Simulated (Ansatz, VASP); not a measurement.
Two plane-wave programs on Ta

```xyz
4
Lattice="2.9331 0.0000 0.0000 -1.4665 2.5401 0.0000 0.0000 0.0000 9.9717" Properties=species:S:1:pos:R:3 pbc="T T T"
Ta    0.0000    0.0000    0.0000
Ta    0.0000    0.0000    4.9859
Ta    0.0000    1.6934    2.4929
Ta    1.4665    0.8467    7.4788
```

Alike in both runs: task single point; functional r2SCAN; k mesh 14 × 14 × 4; occupations fermi-dirac, width 0.1 eV; no spin polarisation.

|  | VASP | Ansatz |
| --- | --- | --- |
| version | VASP 6.6.1 | Ansatz 0.2.0 |
| potentials or method | VASP PAW PBE potentials, release 64 (Ta_pv), cutoff 520 eV | plane waves (500 eV) with PAW, scalar-relativistic |
| valence electrons in the cell | 44 | 52 |

Ansatz gave:

* pressure (GPa): 0.0
* traceless stress, the component that is largest in VASP (GPa): -0.07

Task: Estimate VASP's values.

Result: Pressure (GPa): 0.5; traceless stress, the component that is largest in VASP (GPa): -0.05.

VASP's potentials were made for PBE, not for r2SCAN. VASP's potentials hold 44 valence electrons a cell and Ansatz's 52, so a difference there can come from the potentials and not from the codes.

Spin-orbit coupling is off throughout.
